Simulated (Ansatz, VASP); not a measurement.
One calculation of TaN, two programs

```
Ta N
1.0
     0.00000    0.00000    2.89777
     2.95018    0.00000    0.00000
     0.00000    5.10987    0.00000
Ta N
2 2
Cartesian
  0.0000 1.6940 1.4489
  1.4751 4.2489 1.4489
  1.4751 2.6749 0.0000
  0.0000 0.1200 0.0000
```

Change from the starting cell: mode 8 (511.7 1/cm) frozen in, largest displacement +0.120 Å.

Alike in both runs: task single point; functional PBE; k mesh 20 × 20 × 12; occupations gaussian, width 0.15 eV; no spin polarisation.

```csv
,VASP,Ansatz
version,VASP 6.6.1,Ansatz 0.2.0
potentials or method,"VASP PAW PBE potentials, release 64 (Ta_pv, N), cutoff 520 eV","scalar-relativistic, plane waves, PAW"
valence electrons in the cell,32,36
```

|  | VASP | Ansatz | Ansatz less VASP |
| --- | --- | --- | --- |
| gap on the k mesh at the Fermi level (eV) | none | none | - |
| pressure (GPa) | 3.0 | 2.4 | -0.67 |
| traceless stress, the component that is largest in VASP (GPa) | -3.08 | -2.90 | +0.176 |
| rms of the force components (eV/Å) | 0.997 | 0.990 | -0.0068 |

Atom by atom the forces differ by 0.007 eV/Å (rms over components). A gap of «none» marks a metal or a gap that the smearing closes. VASP's potentials hold 32 valence electrons a cell and Ansatz's 36, so a difference there can come from the potentials and not from the codes.

Spin-orbit coupling is off throughout.
